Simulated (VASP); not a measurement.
Wanted: the native input for a VASP 6.6.1 run.

| Quantity | Value |
| --- | --- |
| Task | relaxation of cell and atoms |
| Functional | PBE |
| Potentials or basis | VASP PAW PBE potentials, release 64 (Al) |
| Cutoff | 600 eV |
| k mesh | 18 × 18 × 16 |
| Occupations | fermi-dirac, width 0.1 eV |
| Spin | no spin polarisation |
| Target pressure | 54 GPa |
| Dipole correction | no |
| Further INCAR settings | ALGO = Normal; EDIFF = 1e-07; IBRION = 2; EDIFFG = -0.005; NSW = 32; ISIF = 3 |

The structure of Al lies in POSCAR:

```
Al
1.0
    2.4636811778      0.0000000000      0.0000000000
   -1.2318405889      2.1336104868      0.0000000000
    0.0000000000      0.0000000000      2.4373823651
Al
1
Direct
    0.0000000000      0.0000000000      0.0000000000
```

The input as run:

INCAR

```
SYSTEM = Al
PREC = Accurate
ENCUT = 600
EDIFF = 1E-7
ISMEAR = -1
SIGMA = 0.1
LREAL = .False.
LASPH = .True.
NELM = 80
ALGO = Normal
ISIF = 3
LWAVE = .False.
LCHARG = .False.
GGA = PE
IBRION = 2
NSW = 32
EDIFFG = -0.005
PSTRESS = 540.0
```

KPOINTS

```
Automatic mesh
0
Gamma
  18 18 16
  0 0 0
```

Potentials or basis: VASP PAW PBE potentials, release 64 (Al).

Command:

```sh
$ cat potpaw_PBE.64/Al/POTCAR > POTCAR
$ mpirun -np 1 vasp_std > vasp.out
```

Results of the run:

The relaxed volume is 12.82 Å³/atom. The relaxed cell is a = 2.464 Å, b = 2.464 Å, c = 2.438 Å, α = 90.00°, β = 90.00°, γ = 120.00°. The space group after relaxing (to 0.05 Å) is P6/mmm (No. 191). The energy change on relaxing (the enthalpy is what falls) is -1.6 meV/atom. The ionic steps are 3 and the pressure after relaxing is 54.0 GPa.

Caveat: the cell is relaxed towards a set pressure, so the enthalpy falls and the energy may rise.

Wall time 21 s on 1 thread of Intel(R) Xeon(R) Platinum 8559C (Emerald Rapids), with other jobs on the host, peak memory 0.13 GiB.
